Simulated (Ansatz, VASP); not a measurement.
## Al4BSbP2: VASP beside Ansatz

```
CELL_PARAMETERS angstrom
3.82748 0.00000 0.00000
-1.91374 3.31469 0.00000
0.00000 0.00000 13.43154
ATOMIC_POSITIONS crystal
Al 0.33333 0.66667 0.46775
Al 0.33333 0.66667 0.02874
Al 0.66667 0.33333 0.23000
Al 0.66667 0.33333 0.78699
B 0.33333 0.66667 0.18687
Sb 0.33333 0.66667 0.67566
P 0.66667 0.33333 0.41527
P 0.66667 0.33333 0.95873
```

Alike in both runs: functional PBE; k mesh 5 × 5 × 2; occupations gaussian, width 0.2 eV; no spin polarisation.

Ansatz relaxed the structure, and its values are those at the end. VASP's run is a single point on that final structure, the one shown.

|  | VASP | Ansatz |
| --- | --- | --- |
| version | VASP 6.6.1 | Ansatz 0.2.0 |
| potentials or method | VASP PAW PBE potentials, release 64 (Al, B, Sb, P), cutoff 520 eV | scalar-relativistic, plane waves, PAW |
| valence electrons in the cell | 30 | 40 |

|  | VASP | Ansatz | Ansatz less VASP |
| --- | --- | --- | --- |
| gap on the k mesh at the Fermi level (eV) | none | none | - |
| pressure (GPa) | 0.2 | 0.2 | 0.00 |
| rms of the force components (eV/Å) | 0.023 | 0.011 | -0.0115 |

A gap of «none» marks a metal or a gap that the smearing closes. The functional is the same, so the differences come from potentials, cutoffs and numerics. VASP's potentials hold 30 valence electrons a cell and Ansatz's 40, so a difference there can come from the potentials and not from the codes.

The k mesh is coarse, so the values compare programs but aren't converged. Spin-orbit coupling is off throughout.
